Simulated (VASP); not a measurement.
Write the native input for VASP 6.6.1 that does the following.

| Property | Result |
| --- | --- |
| Task | single point |
| Functional | PBE |
| Potentials or basis | VASP PAW PBE potentials, release 64 (Co, O) |
| Cutoff | 520 eV |
| k mesh | 11 × 11 × 11 |
| Occupations | gaussian, width 0.017 eV |
| Spin | collinear spin, ferromagnetic start |
| Starting moments | [2.0, 0.0] μB |
| Dipole correction | no |
| Further INCAR settings | ALGO = Normal; EDIFF = 1e-06; NBANDS = 18 |

The structure of CoO lies in POSCAR:

```
CoO
1.0
    0.0000000000      2.1315000000      2.1315000000
    2.1315000000      0.0000000000      2.1315000000
    2.1315000000      2.1315000000      0.0000000000
Co O
1 1
Direct
    0.0000000000      0.0000000000      0.0000000000
    0.5000000000      0.5000000000      0.5000000000
```

One way to write it, as run:

INCAR

```
ALGO     = Normal         # electronic algorithm
EDIFF    = 1E-6           # SCF threshold, eV
ENCUT    = 520            # plane-wave cutoff, eV
GGA      = PE             # functional
ISIF     = 2              # what is computed and relaxed
ISMEAR   = 0              # smearing method
ISPIN    = 2              # spin polarisation
LASPH    = T              # aspherical terms in the spheres
LCHARG   = F              # write CHGCAR
LMAXMIX  = 4              # l up to which the mixer works
LORBIT   = 11             # projections on sites
LREAL    = F              # projectors in reciprocal space
LWAVE    = F              # write WAVECAR
MAGMOM   = 2 0            # initial moments
NBANDS   = 18             # bands
NELM     = 150            # most SCF steps
PREC     = Accurate       # precision mode
SIGMA    = 0.017          # smearing width, eV
```

KPOINTS

```
k-points
0
Gamma
  11 11 11
```

Potentials or basis: VASP PAW PBE potentials, release 64 (Co, O).

Launch:

```sh
$ cat potpaw_PBE.64/Co/POTCAR potpaw_PBE.64/O/POTCAR > POTCAR
$ mpirun -np 1 vasp_std > vasp.out
```

Results of the run:

- Pressure: -2.4 GPa
- Net moment: 2.93 μB per cell
- Site moments: Co +2.57; O +0.31 μB
- Valence electrons inside the program's atomic spheres: Co 7.79; O 4.98

Caveat: a cell with one magnetic atom can't hold antiferromagnetic order, which such compounds often take.

It took 25 s on 1 thread of Intel Xeon 6975P-C (shared host), peak memory 0.17 GiB.
